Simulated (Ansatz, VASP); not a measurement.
One calculation of ZnO, two programs

File INCAR:

```
SYSTEM = ZnO
  PREC = Accurate
  ENCUT = 600
  EDIFF = 1E-7
  ISMEAR = 0
  SIGMA = 0.1
  LREAL = .FALSE.
  LASPH = .TRUE.
  NELM = 60
  ALGO = Normal
  ISIF = 3
  LWAVE = .FALSE.
  LCHARG = .FALSE.
  GGA = PE
  IBRION = 2
  NSW = 45
  EDIFFG = -0.04
  ISYM = 0
```

Contents of KPOINTS:

```
Automatic mesh
0
G
  3 3 3
  0 0 0
```

File POSCAR:

```
ZnO
1.0
    5.9495658203      0.1639567124     -0.7587825882
    0.1552680400      5.6388157573     -0.1235830540
   -0.7432378558     -0.1170522022      5.7220770599
Zn O
7 7
Direct
    0.4500418474      0.0231116799      0.7285340648
    0.3516556148      0.5794856096      0.4651643473
    0.2175527458      0.5323325413      0.9035156371
    0.9253823202      0.4831695075      0.5304348906
    0.5996179311      0.1490713582      0.2732948042
    0.7911161107      0.5904672944      0.0187729668
    0.1259581472      0.0735147014      0.1768545299
    0.7194562936      0.9037799916      0.5119227574
    0.6405334428      0.6797437660      0.3688051931
    0.4839991305      0.6862217702      0.8176158713
    0.1111955962      0.7223667817      0.1805722762
    0.8611439169      0.2902459079      0.1993162704
    0.3378649449      0.1908631755      0.9859201891
    0.3592207478      0.2318227165      0.4619340334
```

Input for Ansatz:

```yaml
crystal:
  lattice:
    - [5.9495658203, 0.1639567124, -0.7587825882]
    - [0.15526804, 5.6388157573, -0.123583054]
    - [-0.7432378558, -0.1170522022, 5.7220770599]
  atoms:
    - { symbol: Zn, position: [0.4500418474, 0.0231116799, 0.7285340648] }
    - { symbol: Zn, position: [0.3516556148, 0.5794856096, 0.4651643473] }
    - { symbol: Zn, position: [0.2175527458, 0.5323325413, 0.9035156371] }
    - { symbol: Zn, position: [0.9253823202, 0.4831695075, 0.5304348906] }
    - { symbol: Zn, position: [0.5996179311, 0.1490713582, 0.2732948042] }
    - { symbol: Zn, position: [0.7911161107, 0.5904672944, 0.0187729668] }
    - { symbol: Zn, position: [0.1259581472, 0.0735147014, 0.1768545299] }
    - { symbol: O, position: [0.7194562936, 0.9037799916, 0.5119227574] }
    - { symbol: O, position: [0.6405334428, 0.679743766, 0.3688051931] }
    - { symbol: O, position: [0.4839991305, 0.6862217702, 0.8176158713] }
    - { symbol: O, position: [0.1111955962, 0.7223667817, 0.1805722762] }
    - { symbol: O, position: [0.8611439169, 0.2902459079, 0.1993162704] }
    - { symbol: O, position: [0.3378649449, 0.1908631755, 0.9859201891] }
    - { symbol: O, position: [0.3592207478, 0.2318227165, 0.4619340334] }
  symmetry: { detect: false }
basis:
  ecutwfc: 420
kpoints:
  mp_grid: { grid: [3, 3, 3] }
hamiltonian:
  xc: pbe
scf:
  occupations: { method: gaussian, width: 0.1 }
  lower_state_search: "off"
output:
  forces: true
  stress: true
  eigenvalues: true
relax:
  adjacent_minimum: "off"
  f_tol: 0.04
  max_steps: 25
  cell: { stress_tol: 0.3 }
```

Alike in both runs: task relaxation of cell and atoms; functional PBE; k mesh 3 × 3 × 3; occupations gaussian, width 0.1 eV; no spin polarisation.

```csv
,VASP,Ansatz
version,VASP 6.6.1,Ansatz 0.2.0
potentials or method,"VASP PAW PBE potentials, release 64 (Zn, O), cutoff 600 eV","scalar-relativistic, plane waves, PAW"
valence electrons in the cell,126,126
```

|  | VASP | Ansatz | Ansatz less VASP |
| --- | --- | --- | --- |
| gap on the k mesh at the Fermi level, each at its own relaxed structure (eV) | 1.66 | 1.68 | +0.011 |
| relaxed volume (Å³/atom) | 13.55 | 13.48 | -0.072 |
| relaxed length of the cell vector where the two differ most in proportion (Å) | 5.654 | 5.644 | -0.0103 |
